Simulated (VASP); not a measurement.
# Ge (I4_1/amd) in VASP: notebook

Ge is run at these levels: PBE; tasks: single point.

Program: VASP 6.6.1. These are calculated values, not measurements. Logs are shortened: lines on timing, memory, paths and dates and some standing lists are left out, and cuts for length are marked.

## 1. The cell of the first run

It takes space group I4_1/amd (No. 141, tetragonal). Conventional cell: a = 3.800 Å, b = 3.800 Å, c = 5.516 Å, α = 90.00°, β = 90.00°, γ = 90.00°. Within 3.1 Å of Ge (site symmetry -4m2) lie 4 Ge at 2.35 Å.

## 2. Single point, PBE (strain -0.050 along x and y, -0.025 along z)

INCAR

```
SYSTEM = Ge
PREC = Accurate ; ENCUT = 520
EDIFF = 1E-7 ; ISMEAR = 0
SIGMA = 0.15 ; LREAL = .FALSE.
LASPH = .TRUE. ; NELM = 100
ALGO = Normal ; ISIF = 2
LWAVE = .FALSE. ; LCHARG = .TRUE.
GGA = PE ; LELF = .TRUE.
LVHAR = .TRUE. ; NBANDS = 21
```

KPOINTS

```
Automatic mesh
0
G
  14 14 14
  0 0 0
```

POSCAR

```
Ge
1.0
    0.0000000000      2.6873315000      2.7580507500
    2.6873315000      0.0000000000      2.7580507500
    2.6873315000      2.6873315000      0.0000000000
Ge
2
Direct
    0.5000000000      0.5000000000      0.5000000000
    0.7500000000      0.7500000000      0.7500000000
```

Potentials or basis: VASP PAW PBE potentials, release 64 (Ge_d).

Command:

```sh
$ cat potpaw_PBE.64/Ge_d/POTCAR > POTCAR
$ mpirun -np 1 vasp_std > vasp.out
```

OUTCAR:

```text
SYSTEM = Ge
   PREC = Accurate
   ENCUT = 520
   EDIFF = 1E-7
   ISMEAR = 0
   LREAL = .FALSE.
   LASPH = .TRUE.
   NELM = 100
   ISIF = 2
   GGA = PE

 ion  position               nearest neighbor table
   1  0.500  0.500  0.500-   2 2.35   2 2.35   2 2.35   2 2.35
   2  0.750  0.750  0.750-   1 2.35   1 2.35   1 2.35   1 2.35

  LATTYP: Found a body centered tetragonal cell.
 ALAT       =     3.8004606539
 C/A-ratio  =     1.4514297088

  Lattice vectors:

 A1 = (  -2.6873315000,   0.0000000000,   2.7580507500)
 A2 = (   2.6873315000,   0.0000000000,   2.7580507500)
 A3 = (   0.0000000000,   2.6873315000,  -2.7580507500)

Analysis of symmetry for initial positions (statically):
=====================================================================
 Subroutine PRICEL returns:
 Original cell was already a primitive cell.

 Routine SETGRP: Setting up the symmetry group for a
 body centered tetragonal supercell.

 Subroutine GETGRP returns: Found 16 space group operations
 (whereof  8 operations were pure point group operations)
 out of a pool of 16 trial point group operations.

The static configuration has the point symmetry D_2d.
 The point group associated with its full space group is D_4h.

Analysis of symmetry for dynamics (positions and initial velocities):
=====================================================================
 Subroutine PRICEL returns:
 Original cell was already a primitive cell.

 Routine SETGRP: Setting up the symmetry group for a
 body centered tetragonal supercell.

 Subroutine GETGRP returns: Found 16 space group operations
 (whereof  8 operations were pure point group operations)
 out of a pool of 16 trial point group operations.

The dynamic configuration has the point symmetry D_2d.
 The point group associated with its full space group is D_4h.

 Subroutine INISYM returns: Found 16 space group operations
 (whereof  8 operations are pure point group operations),
 and found     1 'primitive' translations

----------------------------------------------------------------------------------------

                                     Primitive cell

  volume of cell :      39.8359

  direct lattice vectors                    reciprocal lattice vectors
     0.000000000  2.687331500  2.758050750    -0.186058177  0.186058177  0.181287455
     2.687331500  0.000000000  2.758050750     0.186058177 -0.186058177  0.181287455
     2.687331500  2.687331500  0.000000000     0.186058177  0.186058177 -0.181287455

  length of vectors
     3.850791416  3.850791416  3.800460654     0.319531582  0.319531582  0.319531582

[... 79 lines left out ...]
   NELM   =    100;   NELMIN=  2; NELMDL= -5     # of ELM steps
   EDIFF  = 0.1E-06   stopping-criterion for ELM
   LREAL  =      F    real-space projection
   EDIFFG = 0.1E-05   stopping-criterion for IOM
   NSW    =      0    number of steps for IOM
   IBRION =     -1    ionic relax: 0-MD 1-quasi-New 2-CG
   NFREE  =      0    steps in history (QN), initial steepest desc. (CG)
   ISIF   =      2    stress and relaxation
   ISYM   =      2    0-nonsym 1-usesym 2-fastsym
   POTIM  = 0.5000    time-step for ionic-motion
   TEBEG  =    0.0;   TEEND  =   0.0 temperature during run
   PSTRESS=    0.0 pullay stress
   NELECT =      28.0000    total number of electrons
   NUPDOWN=      -1.0000    fix difference up-down
   EMIN   =  10.00;   EMAX   =-10.00  energy-range for DOS
   EFERMI =   0.00;   METHOD = LEGACY
   ISMEAR =     0;   SIGMA  =   0.15  broadening in eV -4-tet -1-fermi 0-gaus
   EFERMI_NEDOS =   21; number of points for ismear=-14 and -15
   IALGO  =     38    algorithm
   IMIX   =      4    mixing-type and parameters
     AMIX     =   0.40;   BMIX     =  1.00
     AMIX_MAG =   1.60;   BMIX_MAG =  1.00
  volume/ion in A,a.u.               =      19.92       134.41
  Fermi-wavevector in a.u.,A,eV,Ry     =   1.455579  2.750646 28.826822  2.118712
  Thomas-Fermi vector in A             =   2.572598
   LORBIT       =      0    0 simple, 1 ext, 2 COOP (PROOUT), +10 PAW based schemes
   GGA     = PE    functional components
   LHFCALC =     F    Hartree Fock is set to
   AEXX    =    0.0000 exact exchange contribution
   IVDW    =     0    specifies the selected vdW correction
   LEPSILON=     F    determine dielectric tensor
   LRPA    =     F    only Hartree local field effects (RPA)
 non-spin polarized calculation
 Gauss-broadening in eV      SIGMA  =   0.15
  energy-cutoff  :      520.00
  volume of cell :       39.84
 maximum number of plane-waves:      1084
 NGX is ok and might be reduce to    30
   NGX = 15   NGY = 15   NGZ = 15

 number of electron      27.9999993 magnetization

 Free energy of the ion-electron system (eV)
  ---------------------------------------------------
  ext. energy  EPLUGINS =         0.00000000
  ---------------------------------------------------
  free energy    TOTEN  =        -8.68585510 eV

  energy without entropy =       -8.68566635  energy(sigma->0) =       -8.68576073

 E-fermi :   6.4913     XC(G=0): -10.5492

 val. band max:        6.4091903030   @ k =   0.0000   0.0000   0.0000
 cond. band min:       6.6199508061   @ k =   0.4286   0.0000   0.4286
 fundamental gap:      0.2107605031
 Fermi energy:         6.4912660895

 k-point     1 :       0.0000    0.0000    0.0000
  band No.  band energies     occupation
      1     -18.7180      2.00000
      2     -18.7180      2.00000
      3     -18.7082      2.00000
      4     -18.6703      2.00000
      5     -18.6647      2.00000
      6     -18.3864      2.00000
[... 565 lines left out ...]
     20      16.1333      0.00000
     21      16.5698      0.00000

 [... further k-points ...]

------------------------ aborting loop because EDIFF is reached ----------------------------------------

  FORCE on cell =-STRESS in cart. coord.  units (eV):
  Direction    XX          YY          ZZ          XY          YZ          ZX
  --------------------------------------------------------------------------------------
  -------------------------------------------------------------------------------------
  Total        4.2834208      4.2834208      3.7777818      0.0000000      0.0000000      0.0000000
  in kB      172.2767188    172.2767188    151.9402076      0.0000000      0.0000000      0.0000000
  external PRESSURE =     165.4978817 kB  Pullay stress =       0.0000000 kB

 VOLUME and BASIS-vectors are now :
 -----------------------------------------------------------------------------
  energy-cutoff  :      520.00
  volume of cell :       39.84
      direct lattice vectors                 reciprocal lattice vectors
     0.000000000  2.687331500  2.758050750    -0.186058177  0.186058177  0.181287455
     2.687331500  0.000000000  2.758050750     0.186058177 -0.186058177  0.181287455
     2.687331500  2.687331500  0.000000000     0.186058177  0.186058177 -0.181287455

 POSITION                                       TOTAL-FORCE (eV/Angst)
 -----------------------------------------------------------------------------------
      2.68733      2.68733      2.75805        -0.000000     -0.000000     -0.000000
      4.03100      4.03100      4.13708         0.000000      0.000000      0.000000
 -----------------------------------------------------------------------------------
    total drift:                                0.000000     -0.000000     -0.000000

  FREE ENERGIE OF THE ION-ELECTRON SYSTEM (eV)
  ---------------------------------------------------
  free  energy   TOTEN  =        -8.6858551008 eV

  energy  without entropy=       -8.6856663493  energy(sigma->0) =       -8.68576073
```

OSZICAR:

```text
N       E                     dE             d eps       ncg     rms          rms(c)
DAV:   1     0.188963900078E+03    0.18896E+03   -0.14416E+04 11797   0.380E+03
DAV:   2     0.176242502638E+02   -0.17134E+03   -0.16551E+03 10293   0.620E+02
DAV:   3    -0.801157670873E+01   -0.25636E+02   -0.25447E+02 11753   0.141E+02
DAV:   4    -0.880769217500E+01   -0.79612E+00   -0.79566E+00 11648   0.294E+01
DAV:   5    -0.881981515779E+01   -0.12123E-01   -0.12123E-01 11751   0.391E+00    0.381E+00
DAV:   6    -0.872938969805E+01    0.90425E-01   -0.29548E-02 12483   0.128E+00    0.225E+00
DAV:   7    -0.868399766539E+01    0.45392E-01   -0.66473E-02 12583   0.199E+00    0.155E-01
DAV:   8    -0.868568592634E+01   -0.16883E-02   -0.54426E-03 11433   0.665E-01    0.450E-02
DAV:   9    -0.868585284713E+01   -0.16692E-03   -0.21234E-04 11643   0.109E-01    0.149E-02
DAV:  10    -0.868585394776E+01   -0.11006E-05   -0.89429E-06 12927   0.393E-02    0.575E-03
DAV:  11    -0.868585504551E+01   -0.10978E-05   -0.26838E-06 11498   0.133E-02    0.142E-03
DAV:  12    -0.868585510077E+01   -0.55252E-07   -0.12885E-07  9676   0.441E-03
   1 F= -.86858551E+01 E0= -.86857607E+01  d E =-.188751E-03
```

stdout:

```text
POSCAR found type information on POSCAR Ge
 POSCAR found :  1 types and       2 ions
 scaLAPACK will be used
 LDA part: xc-table for (Slater+PW92), standard interpolation
 POSCAR, INCAR and KPOINTS ok, starting setup
 FFT: planning ... GRIDC
 FFT: planning ... GRID_SOFT
 FFT: planning ... GRID
 WAVECAR not read
 entering main loop
```

It took 82 s on 1 thread of Intel Xeon 6975P-C (Granite Rapids), shared host; peak memory 0.28 GiB.

What came out:

```
Free energy            : -8.6859 eV
Pressure               : 16.5 GPa
Band gap on the k mesh : 0.21 eV (least direct gap 1.18 eV)
```

Caveat: the cell differs from its parent crystal (strain -0.050 along x and y, -0.025 along z); the cell stands under pressure. A k mesh can miss the band edges.

## 3. Single point, PBE (strain -0.050 along x and y, +0.000 along z)

INCAR

```
  PREC = Accurate
  ENCUT = 520
  EDIFF = 1E-6
  ISMEAR = 0
  SIGMA = 0.15
  LREAL = False
  LASPH = True
  NELM = 100
  ALGO = Normal
  ISIF = 2
  LWAVE = False
  LCHARG = False
  GGA = PE
  NBANDS = 21
```

KPOINTS

```
Automatic mesh
0
Gamma
  14 14 14
```

POSCAR

```
Ge
1.0
    0.0000000000      2.6873315000      2.8287700000
    2.6873315000      0.0000000000      2.8287700000
    2.6873315000      2.6873315000      0.0000000000
Ge
2
Direct
    0.5000000000      0.5000000000      0.5000000000
    0.7500000000      0.7500000000      0.7500000000
```

Potentials or basis: VASP PAW PBE potentials, release 64 (Ge_d).

Command:

```sh
$ cat potpaw_PBE.64/Ge_d/POTCAR > POTCAR
$ mpirun -np 1 vasp_std > vasp.out
```

Wall time 82 s (1 thread of Intel Xeon 6975P-C (Granite Rapids), shared host); peak memory 0.28 GiB.

Results (log left out):

```yaml
Free_energy: -8.7682 eV
Pressure: 13.4 GPa
Band_gap_on_the_k_mesh: 0.10 eV (least direct gap 0.83 eV)
```

Stress tensor (GPa, compression positive):
```
14.77  0.00  0.00
 0.00 14.77  0.00
 0.00  0.00 10.56
```

Levels at points of the mesh, in eV from the valence-band top:
```csv
k point,band 11,band 12,band 13,band 14,band 15,band 16,band 17,band 18
"(0.00, 0.00, 0.00)",-13.75,-0.45,0.00,0.00,0.83,2.37,2.37,2.62
"(0.50, 0.00, 0.00)",-11.39,-8.27,-1.99,-1.46,0.30,3.53,3.83,7.04
"(0.50, 0.50, 0.00)",-9.65,-9.65,-3.33,-3.33,0.76,0.76,10.22,10.22
"(0.50, 0.00, 0.50)",-9.36,-9.36,-3.73,-3.73,0.30,0.30,10.04,10.04
```

Caveat: the cell differs from its parent crystal (strain -0.050 along x and y, +0.000 along z); the cell stands under pressure. A k mesh can miss the band edges.
